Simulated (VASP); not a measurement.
A run of VASP 6.6.1:

File INCAR:

```
ALGO = Fast ; EDIFF = 1E-6
ENCUT = 520 ; GGA = PE
ISIF = 2 ; ISMEAR = 0
LASPH = True ; LCHARG = False
LREAL = False ; LWAVE = False
NBANDS = 15 ; NELM = 60
PREC = Accurate ; SIGMA = 0.1
```

Contents of KPOINTS:

```
k-points
0
Gamma
  16 16 10
```

File POSCAR:

```
LiBPt
1.0
    3.0424689908      0.0000000000      0.0000000000
    0.0000000000      3.0424689908      0.0000000000
    0.0000000000      0.0000000000      4.5681273755
Li B Pt
1 1 1
Direct
    0.5000000000      0.5000000000      0.5000000000
    0.5000000000      0.5000000000      0.0000000000
    0.0000000000      0.0000000000      0.0000000000
```

Potentials or basis: VASP PAW PBE potentials, release 64 (Li_sv, B, Pt).

Run with:

```bash
$ cat potpaw_PBE.64/Li_sv/POTCAR potpaw_PBE.64/B/POTCAR potpaw_PBE.64/Pt/POTCAR > POTCAR
$ mpirun -np 1 vasp_std > vasp.out
```

Hardware: 1 thread of Intel(R) Xeon(R) 6975P-C (Granite Rapids), on a shared host.

Task: Estimate the wall time of this run.

Result: It took 77 s on 1 thread of Intel(R) Xeon(R) 6975P-C (Granite Rapids) (shared host), peak memory 0.3 GiB. Counts: scf iterations 17, k points 270.
